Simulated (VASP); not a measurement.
Wanted: the native input for a VASP 6.6.1 run.

```yaml
Task: single point
Functional: LDA
Potentials_or_basis: VASP PAW LDA potentials, release 64 (Al, N)
Cutoff: 520 eV
k_mesh: 9 × 9 × 6
Occupations: gaussian, width 0.05 eV
Spin: no spin polarisation
Dipole_correction: no
Further_INCAR_settings: ALGO = Normal; EDIFF = 1e-06; NBANDS = 16
```

The structure of AlN lies in POSCAR:

```
AlN
1.0
    3.0887424016      0.0000000000      0.0000000000
   -1.5443712008      2.6749293856      0.0000000000
    0.0000000000      0.0000000000      4.9437688231
Al N
2 2
Direct
    0.3110588957      0.6666666667      0.0015212672
    0.6889411043      0.3333333333      0.5015212672
    0.3532095323      0.6666666667      0.3834787328
    0.6467904677      0.3333333333      0.8834787328
```

This cell differs from its parent crystal: mode 4 frozen in at -0.069 Å and mode 5 at +0.000 Å (largest displacements).

The input as run:

INCAR

```
ALGO = Normal
EDIFF = 1E-6
ENCUT = 520
GGA = CA
ISIF = 2
ISMEAR = 0
LASPH = True
LCHARG = True
LELF = True
LREAL = False
LVHAR = True
LWAVE = False
NBANDS = 16
NELM = 80
PREC = Accurate
SIGMA = 0.05
```

KPOINTS

```
k-points
0
Gamma
  9 9 6
```

Potentials or basis: VASP PAW LDA potentials, release 64 (Al, N).

Run with:

```bash
$ cat potpaw_LDA.64/Al/POTCAR potpaw_LDA.64/N/POTCAR > POTCAR
$ mpirun -np 1 vasp_std > vasp.out
```

Results of the run:

```
Pressure               : 0.5 GPa
Largest force          : 0.394 eV/Å
Band gap on the k mesh : 4.37 eV, direct
```

Caveat: the cell differs from its parent crystal (mode 4 frozen in at -0.069 Å and mode 5 at +0.000 Å (largest displacements)).

Wall time 47 s on 1 thread of Intel Xeon 6975P-C (shared host), peak memory 0.2 GiB.
